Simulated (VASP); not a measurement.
# BaTiO3 (P4mm) in VASP: a series of runs

BaTiO3 is run at these levels: PBE; tasks: relaxation of cell and atoms, single point.

All numbers are computed with VASP 6.6.1; they aren't measurements. Logs are shortened: lines on timing, memory, paths and dates and some standing lists are left out, and cuts for length are marked.

## (1) The cell of the first run

It takes space group P4mm (No. 99, tetragonal). The conventional cell has a = 4.000 Å, b = 4.000 Å, c = 4.018 Å, α = 90.00°, β = 90.00°, γ = 90.00°. Within 3.7 Å of Ba (site symmetry 4mm) lie 12 O at 2.79 to 2.88 Å and 8 Ti at 3.45 to 3.49 Å. Ti (site symmetry 4mm) has 6 O at 1.89 to 2.13 Å within 2.5 Å. Within 2.5 Å of O (site symmetry 4mm) lie 2 Ti at 1.89 to 2.13 Å. Within 2.7 Å of O (site symmetry 2mm) lie 2 Ti at 2.00 Å.

## (2) Relaxation of cell and atoms, PBE, target pressure 5 GPa, at which the enthalpy is minimised

Contents of INCAR:

```
ALGO     = Normal         # electronic algorithm
EDIFF    = 1E-7           # SCF threshold, eV
EDIFFG   = -0.01          # ionic threshold
ENCUT    = 600            # plane-wave cutoff, eV
GGA      = PE             # functional
IBRION   = 2              # ionic algorithm
ISIF     = 3              # what is computed and relaxed
ISMEAR   = -1             # smearing method
LASPH    = True           # aspherical terms in the spheres
LCHARG   = False          # write CHGCAR
LREAL    = False          # projectors in reciprocal space
LWAVE    = False          # write WAVECAR
NELM     = 100            # most SCF steps
NSW      = 80             # ionic steps
PREC     = Accurate       # precision mode
PSTRESS  = 50.0         
SIGMA    = 0.05           # smearing width, eV
```

Contents of KPOINTS:

```
k-points
0
Gamma
  4 4 4
```

Contents of POSCAR:

```
BaTiO3
1.0
    3.9998000000      0.0000000000      0.0000000000
    0.0000000000      3.9998000000      0.0000000000
    0.0000000000      0.0000000000      4.0180000000
Ba Ti O
1 1 3
Direct
    0.0000000000      0.0000000000      0.0000000000
    0.5000000000      0.5000000000      0.4900000000
    0.5000000000      0.5000000000      0.0190000000
    0.5000000000      0.0000000000      0.5170000000
    0.0000000000      0.5000000000      0.5170000000
```

Potentials or basis: VASP PAW PBE potentials, release 64 (Ba_sv, Ti_sv, O).

Run with:

```sh
$ cat potpaw_PBE.64/Ba_sv/POTCAR potpaw_PBE.64/Ti_sv/POTCAR potpaw_PBE.64/O/POTCAR > POTCAR
$ mpirun -np 1 vasp_std > vasp.out
```

OUTCAR:

```text
EDIFF = 1E-7
   EDIFFG = -0.01
   ENCUT = 600
   GGA = PE
   IBRION = 2
   ISIF = 3
   ISMEAR = -1
   LASPH = True
   LREAL = False
   NELM = 100
   NSW = 80
   PREC = Accurate
   PSTRESS = 50.0

 ion  position               nearest neighbor table
   1  0.000  0.000  0.000-   4 2.79   5 2.79   5 2.79   4 2.79   3 2.83   3 2.83   3 2.83   3 2.83
                             4 2.88   5 2.88   5 2.88   4 2.88   2 3.45   2 3.45   2 3.45   2 3.45
   2  0.500  0.500  0.490-   3 1.89   4 2.00   5 2.00   4 2.00   5 2.00   3 2.13   1 3.45   1 3.45
                             1 3.45   1 3.45   1 3.49   1 3.49   1 3.49   1 3.49
   3  0.500  0.500  0.019-   2 1.89   2 2.13   1 2.83   1 2.83   1 2.83   1 2.83
   4  0.500  0.000  0.517-   2 2.00   2 2.00   1 2.79   1 2.79   1 2.88   1 2.88
   5  0.000  0.500  0.517-   2 2.00   2 2.00   1 2.79   1 2.79   1 2.88   1 2.88

  LATTYP: Found a simple tetragonal cell.
 ALAT       =     3.9998000000
 C/A-ratio  =     1.0045502275

  Lattice vectors:

 A1 = (   3.9998000000,   0.0000000000,   0.0000000000)
 A2 = (   0.0000000000,   3.9998000000,   0.0000000000)
 A3 = (   0.0000000000,   0.0000000000,   4.0180000000)

Analysis of symmetry for initial positions (statically):
=====================================================================
 Subroutine PRICEL returns:
 Original cell was already a primitive cell.

 Routine SETGRP: Setting up the symmetry group for a
 simple tetragonal supercell.

 Subroutine GETGRP returns: Found  8 space group operations
 (whereof  8 operations were pure point group operations)
 out of a pool of 16 trial point group operations.

The static configuration has the point symmetry C_4v.

Analysis of symmetry for dynamics (positions and initial velocities):
=====================================================================
 Subroutine PRICEL returns:
 Original cell was already a primitive cell.

 Routine SETGRP: Setting up the symmetry group for a
 simple tetragonal supercell.

 Subroutine GETGRP returns: Found  8 space group operations
 (whereof  8 operations were pure point group operations)
 out of a pool of 16 trial point group operations.

The dynamic configuration has the point symmetry C_4v.

 Subroutine INISYM returns: Found  8 space group operations
 (whereof  8 operations are pure point group operations),
 and found     1 'primitive' translations

----------------------------------------------------------------------------------------

                                     Primitive cell

  volume of cell :      64.2816

  direct lattice vectors                    reciprocal lattice vectors
     3.999800000  0.000000000  0.000000000     0.250012501  0.000000000  0.000000000
     0.000000000  3.999800000  0.000000000     0.000000000  0.250012501  0.000000000
     0.000000000  0.000000000  4.018000000     0.000000000  0.000000000  0.248880040

  length of vectors
     3.999800000  3.999800000  4.018000000     0.250012501  0.250012501  0.248880040

  position of ions in fractional coordinates (direct lattice)
     0.000000000  0.000000000  0.000000000
     0.500000000  0.500000000  0.490000000
     0.500000000  0.500000000  0.019000000
     0.500000000  0.000000000  0.517000000
     0.000000000  0.500000000  0.517000000

  ion indices of the primitive-cell ions
   primitive index   ion index
                 1           1
                 2           2
                 3           3
                 4           4
                 5           5

----------------------------------------------------------------------------------------

 KPOINTS: k-points

Automatic generation of k-mesh.
 Grid dimensions read from file:
 generate k-points for:    4    4    4

 Generating k-lattice:

  Cartesian coordinates                     Fractional coordinates (reciprocal lattice)
     0.062503125  0.000000000  0.000000000     0.250000000  0.000000000  0.000000000
     0.000000000  0.062503125  0.000000000     0.000000000  0.250000000  0.000000000
     0.000000000  0.000000000  0.062220010     0.000000000  0.000000000  0.250000000

  Length of vectors
     0.062503125  0.062503125  0.062220010

  Shift w.r.t. Gamma in fractional coordinates (k-lattice)
     0.000000000  0.000000000  0.000000000

 Subroutine IBZKPT returns following result:
 ===========================================

 Found     18 irreducible k-points:

 Following reciprocal coordinates:
            Coordinates               Weight
  0.000000  0.000000  0.000000      1.000000
  0.250000  0.000000  0.000000      4.000000
  0.500000  0.000000  0.000000      2.000000
  0.250000  0.250000  0.000000      4.000000
  0.500000  0.250000  0.000000      4.000000
  0.500000  0.500000  0.000000      1.000000
[... 10 lines left out ...]
  0.500000  0.250000  0.500000      4.000000
  0.500000  0.500000  0.500000      1.000000
   k-points           NKPTS =     18   k-points in BZ     NKDIM =     18   number of bands    NBANDS=     24
   number of dos      NEDOS =    301   number of ions     NIONS =      5
   total plane-waves  NPLWV =  32768
   dimension x,y,z NGX =    32 NGY =   32 NGZ =   32
   dimension x,y,z NGXF=    64 NGYF=   64 NGZF=   64
   ions per type =               1   1   3
   NGX,Y,Z   is equivalent  to a cutoff of  13.30, 13.30, 13.24 a.u.
   NGXF,Y,Z  is equivalent  to a cutoff of  26.60, 26.60, 26.48 a.u.
 SYSTEM =  unknown system
   PREC   = accura    normal or accurate (medium, high low for compatibility)
   ISTART =      0    job   : 0-new  1-cont  2-samecut
   ICHARG =      2    charge: 1-file 2-atom 10-const
   ISPIN  =      1    spin polarized calculation?
   LNONCOLLINEAR =      F non collinear calculations
   LSORBIT =      F    spin-orbit coupling
   LASPH  =      T    aspherical Exc in radial PAW
   ENCUT  =  600.0 eV  44.10 Ry    6.64 a.u.   7.99  7.99  8.02*2*pi/ulx,y,z
   NELM   =    100;   NELMIN=  2; NELMDL= -5     # of ELM steps
   EDIFF  = 0.1E-06   stopping-criterion for ELM
   LREAL  =      F    real-space projection
   EDIFFG = -.1E-01   stopping-criterion for IOM
   NSW    =     80    number of steps for IOM
   IBRION =      2    ionic relax: 0-MD 1-quasi-New 2-CG
   NFREE  =      1    steps in history (QN), initial steepest desc. (CG)
   ISIF   =      3    stress and relaxation
   ISYM   =      2    0-nonsym 1-usesym 2-fastsym
   POTIM  = 0.5000    time-step for ionic-motion
   TEBEG  =    0.0;   TEEND  =   0.0 temperature during run
   PSTRESS=   50.0 pullay stress
   NELECT =      40.0000    total number of electrons
   NUPDOWN=      -1.0000    fix difference up-down
   EMIN   =  10.00;   EMAX   =-10.00  energy-range for DOS
   EFERMI =   0.00;   METHOD = LEGACY
   ISMEAR =    -1;   SIGMA  =   0.05  broadening in eV -4-tet -1-fermi 0-gaus
   EFERMI_NEDOS =   21; number of points for ismear=-14 and -15
   IALGO  =     38    algorithm
   IMIX   =      4    mixing-type and parameters
     AMIX     =   0.40;   BMIX     =  1.00
     AMIX_MAG =   1.60;   BMIX_MAG =  1.00
  volume/ion in A,a.u.               =      12.86        86.76
  Fermi-wavevector in a.u.,A,eV,Ry     =   1.397653  2.641181 26.578078  1.953434
  Thomas-Fermi vector in A             =   2.520888
   LORBIT       =      0    0 simple, 1 ext, 2 COOP (PROOUT), +10 PAW based schemes
   GGA     = PE    functional components
   LHFCALC =     F    Hartree Fock is set to
   AEXX    =    0.0000 exact exchange contribution
   IVDW    =     0    specifies the selected vdW correction
   LEPSILON=     F    determine dielectric tensor
   LRPA    =     F    only Hartree local field effects (RPA)
 conjugate gradient relaxation of ions
 non-spin polarized calculation
  energy-cutoff  :      600.00
  volume of cell :       64.28
 maximum number of plane-waves:      2176
 NGX is ok and might be reduce to    32
   NGX = 15   NGY = 15   NGZ = 17

--------------------------------------- Ionic step        1  -------------------------------------------

 number of electron      39.9999999 magnetization

 Free energy of the ion-electron system (eV)
  ---------------------------------------------------
  ext. energy  EPLUGINS =         0.00000000
  ---------------------------------------------------
  free energy    TOTEN  =       -39.97896205 eV

  energy without entropy =      -39.97896204  energy(sigma->0) =      -39.97896204

------------------------ aborting loop because EDIFF is reached ----------------------------------------

  FORCE on cell =-STRESS in cart. coord.  units (eV):
  Direction    XX          YY          ZZ          XY          YZ          ZX
  --------------------------------------------------------------------------------------
  -------------------------------------------------------------------------------------
  Total        1.4977807      1.4977807      1.8919511      0.0000000      0.0000000      0.0000000
  in kB       37.3312321     37.3312321     47.1556784      0.0000000      0.0000000      0.0000000
  external PRESSURE =      -9.3939525 kB  Pullay stress =      50.0000000 kB
[... 102 lines left out ...]
  FREE ENERGIE OF THE ION-ELECTRON SYSTEM (eV)
  ---------------------------------------------------
  free  energy   TOTEN  =       -39.9664280704 eV

  energy  without entropy=      -39.9664280684  energy(sigma->0) =      -39.96642807

  enthalpy is  TOTEN    =       -37.9781828357 eV   P V=        1.9882452347

[... ionic steps 4 to 11 ...]

--------------------------------------- Ionic step       12  -------------------------------------------

 number of electron      39.9999996 magnetization

------------------------ aborting loop because EDIFF is reached ----------------------------------------

  FORCE on cell =-STRESS in cart. coord.  units (eV):
  Direction    XX          YY          ZZ          XY          YZ          ZX
  --------------------------------------------------------------------------------------
  -------------------------------------------------------------------------------------
  Total        1.9811664      1.9811664      2.0128812      0.0000000      0.0000000      0.0000000
  in kB       49.2040433     49.2040433     49.9917089      0.0000000      0.0000000      0.0000000
  external PRESSURE =      -0.5334015 kB  Pullay stress =      50.0000000 kB
[... 67 lines left out ...]
  enthalpy is  TOTEN    =       -37.9868960241 eV   P V=        2.0135893840

--------------------------------------- Ionic step       14  -------------------------------------------

 number of electron      39.9999996 magnetization

 Free energy of the ion-electron system (eV)
  ---------------------------------------------------
  ext. energy  EPLUGINS =         0.00000000
  ---------------------------------------------------
  free energy    TOTEN  =       -39.99913495 eV

  energy without entropy =      -39.99913495  energy(sigma->0) =      -39.99913495

 E-fermi :   4.8203     XC(G=0): -11.2165

 val. band max:        3.9126912342   @ k =   0.5000   0.5000   0.5000
 cond. band min:       5.7116167751   @ k =   0.0000   0.0000   0.0000
 fundamental gap:      1.7989255409
 Fermi energy:         4.8203301004

 k-point     1 :       0.0000    0.0000    0.0000
  band No.  band energies     occupation
      1     -52.6632      2.00000
      2     -28.9558      2.00000
      3     -28.8765      2.00000
      4     -28.8765      2.00000
      5     -21.0700      2.00000
      6     -13.0881      2.00000
[... 507 lines left out ...]
  FREE ENERGIE OF THE ION-ELECTRON SYSTEM (eV)
  ---------------------------------------------------
  free  energy   TOTEN  =       -39.9991349502 eV

  energy  without entropy=      -39.9991349485  energy(sigma->0) =      -39.99913495

  enthalpy is  TOTEN    =       -37.9869045761 eV   P V=        2.0122303742

 reached required accuracy - stopping structural energy minimisation
```

Run time: 1.9 min. Hardware: 1 thread of Intel Xeon 6975P-C (Granite Rapids), shared host; peak memory 0.21 GiB.

Results:

| Property | Result |
| --- | --- |
| Free energy | -39.9991 eV |
| Relaxed volume | 12.90 Å³/atom |
| Relaxed cell | a = 3.974 Å, b = 3.974 Å, c = 4.083 Å, α = 90.00°, β = 90.00°, γ = 90.00° |
| Space group after relaxing (to 0.05 Å) | P4mm (No. 99) |
| Energy change on relaxing (the enthalpy is what falls) | -4.0 meV/atom |
| Ionic steps | 14 |
| Pressure after relaxing | 5.1 GPa |
| Largest force after relaxing | 0.004 eV/Å |
| Band gap on the k mesh | 1.80 eV, indirect (least direct gap 2.25 eV) |

Forces in eV/Å, atoms in the order of the input:
```
Ba   0.000  0.000  0.004
Ti   0.000  0.000 -0.004
O    0.000  0.000 -0.003
O    0.000  0.000  0.002
O    0.000  0.000  0.002
```

The path:
| step | energy change (eV) | largest force (eV/Å) | pressure (GPa) | volume (Å³) |
| --- | --- | --- | --- | --- |
| 1 | 0.0000 | 0.3087 | 4.06 | 64.28 |
| 2 | 0.0168 | 0.0900 | 6.44 | 63.58 |
| 3 | 0.0125 | 0.1199 | 5.99 | 63.71 |
| 4 | -0.0025 | 0.0774 | 5.50 | 64.04 |
| 5 | -0.0120 | 0.0905 | 5.16 | 64.30 |
| 6 | -0.0194 | 0.0690 | 4.64 | 64.50 |
| 7 | -0.0206 | 0.0750 | 4.53 | 64.54 |
| 8 | -0.0174 | 0.0578 | 5.00 | 64.41 |
| 9 | -0.0157 | 0.0543 | 5.21 | 64.35 |
| 10 | -0.0182 | 0.0304 | 5.11 | 64.42 |
| 11 | -0.0201 | 0.0294 | 5.02 | 64.48 |
| 12 | -0.0211 | 0.0127 | 4.95 | 64.51 |
| 13 | -0.0215 | 0.0139 | 4.92 | 64.52 |
| 14 | -0.0202 | 0.0043 | 5.06 | 64.48 |

Final structure:
```
Ba Ti O
1.0
     3.97370    0.00000    0.00000
     0.00000    3.97370    0.00000
     0.00000    0.00000    4.08346
Ba Ti O
1 1 3
Cartesian
  0.0000 0.0000 4.0742
  1.9868 1.9868 1.9608
  1.9868 1.9868 0.1216
  1.9868 0.0000 2.1138
  0.0000 1.9868 2.1138
```

Levels at points of the mesh, in eV from the valence-band top:
```
           k point  band 17  band 18  band 19  band 20  band 21  band 22  band 23  band 24
(0.00, 0.00, 0.00)    -1.25    -0.59    -0.45    -0.45     1.80     2.23     2.23     4.08
(0.50, 0.00, 0.00)    -1.93    -1.73    -1.27    -1.07     2.34     3.52     3.59     4.13
(0.50, 0.50, 0.00)    -1.89    -1.07    -1.07    -0.08     3.62     3.62     3.98     4.50
(0.00, 0.00, 0.50)    -2.03    -2.02    -0.73    -0.73     1.94     3.53     3.53     4.07
(0.50, 0.00, 0.50)    -1.78    -1.04    -0.99    -0.34     3.55     3.56     3.88     4.90
(0.50, 0.50, 0.50)    -2.53    -0.26    -0.26     0.00     4.13     4.13     4.19     6.33
```

Caveat: the cell is relaxed towards a set pressure, so the enthalpy falls and the energy may rise; spin-orbit coupling is left out, which moves the levels of the heavy elements. PBE usually gives volumes a little too large and moduli too small.

## (3) Relaxation of cell and atoms, PBE, target pressure 10 GPa, at which the enthalpy is minimised

Contents of INCAR:

```
  ALGO = Normal
  EDIFF = 1E-7
  EDIFFG = -0.01
  ENCUT = 600
  GGA = PE
  IBRION = 2
  ISIF = 3
  ISMEAR = -1
  LASPH = True
  LCHARG = False
  LREAL = False
  LWAVE = False
  NELM = 80
  NSW = 80
  PREC = Accurate
  PSTRESS = 100.0
  SIGMA = 0.05
```

KPOINTS is that of step 2.

POSCAR is that of step 2.

Potentials or basis: VASP PAW PBE potentials, release 64 (Ba_sv, Ti_sv, O).

Run with:

```sh
$ cat potpaw_PBE.64/Ba_sv/POTCAR potpaw_PBE.64/Ti_sv/POTCAR potpaw_PBE.64/O/POTCAR > POTCAR
$ mpirun -np 1 vasp_std > vasp.out
```

Wall time 97 s (1 thread of Intel Xeon 6975P-C (Granite Rapids), shared host); peak memory 0.21 GiB.

It converged, with:

```
Free energy                                            : -39.9048 eV
Relaxed volume                                         : 12.49 Å³/atom
Relaxed cell                                           : a = 3.949 Å, b = 3.949 Å, c = 4.004 Å, α = 90.00°, β = 90.00°, γ = 90.00°
Space group after relaxing (to 0.05 Å)                 : P4mm (No. 99)
Energy change on relaxing (the enthalpy is what falls) : +14.8 meV/atom
Ionic steps                                            : 13
Pressure after relaxing                                : 10.0 GPa
Largest force after relaxing                           : 0.004 eV/Å
Band gap on the k mesh                                 : 1.83 eV, indirect (least direct gap 2.15 eV)
```

Forces on the atoms (eV/Å):
```
Ba   0.000  0.000 -0.004
Ti   0.000  0.000  0.000
O    0.000  0.000  0.003
O    0.000  0.000  0.000
O    0.000  0.000  0.000
```

The path:
| step | energy change (eV) | largest force (eV/Å) | pressure (GPa) | volume (Å³) |
| --- | --- | --- | --- | --- |
| 1 | 0.0000 | 0.3087 | 4.06 | 64.28 |
| 2 | 0.2977 | 0.4177 | 18.98 | 59.95 |
| 3 | 0.0816 | 0.0758 | 10.02 | 62.35 |
| 4 | 0.0840 | 0.0759 | 10.16 | 62.31 |
| 5 | 0.0819 | 0.0405 | 10.14 | 62.32 |
| 6 | 0.0811 | 0.0518 | 10.14 | 62.33 |
| 7 | 0.0745 | 0.0268 | 9.89 | 62.44 |
| 8 | 0.0740 | 0.0250 | 9.87 | 62.44 |
| 9 | 0.0774 | 0.0136 | 10.10 | 62.39 |
| 10 | 0.0763 | 0.0111 | 10.04 | 62.41 |
| 11 | 0.0757 | 0.0106 | 10.02 | 62.42 |
| 12 | 0.0747 | 0.0100 | 10.01 | 62.43 |
| 13 | 0.0742 | 0.0039 | 9.99 | 62.44 |

Final structure:
```
Ba Ti O
1.0
     3.94896    0.00000    0.00000
     0.00000    3.94896    0.00000
     0.00000    0.00000    4.00406
Ba Ti O
1 1 3
Direct
  0.00000 0.00000 0.00174
  0.50000 0.50000 0.48679
  0.50000 0.50000 0.02235
  0.50000 0.00000 0.51606
  0.00000 0.50000 0.51606
```

Levels at points of the mesh, in eV from the valence-band top:
```csv
k point,band 16,band 17,band 18,band 19,band 20,band 21,band 22,band 23,band 24
"(0.00, 0.00, 0.00)",-1.34,-1.23,-0.37,-0.33,-0.33,1.83,2.10,2.10,4.20
"(0.50, 0.00, 0.00)",-2.04,-1.92,-1.77,-1.05,-0.91,2.25,3.65,3.69,4.24
"(0.50, 0.50, 0.00)",-2.89,-1.79,-0.98,-0.98,-0.09,3.71,3.71,4.10,4.85
"(0.00, 0.00, 0.50)",-2.02,-1.99,-1.99,-0.72,-0.72,1.99,3.66,3.66,4.20
"(0.50, 0.00, 0.50)",-2.80,-1.74,-0.94,-0.92,-0.24,3.67,3.67,4.05,5.08
"(0.50, 0.50, 0.50)",-2.45,-2.45,-0.15,-0.15,0.00,4.32,4.32,4.35,6.63
```

Caveat: the cell is relaxed towards a set pressure, so the enthalpy falls and the energy may rise; spin-orbit coupling is left out, which moves the levels of the heavy elements. A k mesh can miss the band edges.

[end of part 1 of 2]
